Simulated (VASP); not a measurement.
# Ga4SiN4: single point with PBE

The system is Ga4SiN4, a slab with vacuum.

```
N Ga Si
1.0
     3.21865    0.00000    0.00000
    -1.60933    2.78744    0.00000
     0.00000    0.00000   24.02820
N Ga Si
4 4 1
Direct
  0.33333 0.66667 0.16647
  0.66667 0.33333 0.27558
  0.33333 0.66667 0.38774
  0.66667 0.33333 0.49774
  0.66667 0.33333 0.19337
  0.33333 0.66667 0.30248
  0.66667 0.33333 0.41096
  0.33333 0.66667 0.52140
  0.50000 0.00000 0.62446
```

* Program: VASP 6.6.1
* Task: single point
* Functional: PBE
* Potentials or basis: VASP PAW PBE potentials, release 64 (N, Ga_d, Si)
* Cutoff: 520 eV
* k mesh: 9 × 9 × 1
* Occupations: gaussian, width 0.05 eV
* Spin: collinear spin
* Starting moments: [0.0, 0.0, 0.0, 0.0, 0.0, 0.0, 0.0, 0.0, 2.0] μB

* Largest force: 2.137 eV/Å
* Band gap on the k mesh: zero (filled and empty bands overlap)
* Net moment: 0.00 μB per cell
* Valence electrons inside the program's atomic spheres: N 3.60, 3.72, 3.73, 3.71; Ga 11.78, 11.77, 11.80, 11.76; Si 1.48

Forces on the atoms (eV/Å):
```
N    0.000  0.013  1.494
N    0.000 -0.017  1.272
N    0.000  0.003 -0.432
N    0.000  0.144 -1.030
Ga   0.000 -0.002 -2.137
Ga   0.000  0.003 -0.457
Ga   0.000  0.008  0.599
Ga   0.000 -0.059  0.684
Si   0.000 -0.092  0.006
```

Levels at points of the mesh, in eV from the Fermi level:
Spin up:
| k point | band 36 | band 37 | band 38 | band 39 | band 40 | band 41 |
| --- | --- | --- | --- | --- | --- | --- |
| (0.00, 0.00, 0.00) | -0.27 | 0.41 | 0.41 | 1.59 | 2.55 | 3.17 |
Spin down:
| k point | band 35 | band 36 | band 37 | band 38 | band 39 | band 40 | band 41 | band 42 |
| --- | --- | --- | --- | --- | --- | --- | --- | --- |
| (0.00, 0.00, 0.00) | -0.92 | -0.27 | 0.41 | 0.41 | 1.59 | 2.55 | 3.17 | 4.36 |

It took 49 min on 1 thread of Oxide Virtual Turin-like Processor, with other jobs on the host, peak memory 0.61 GiB.
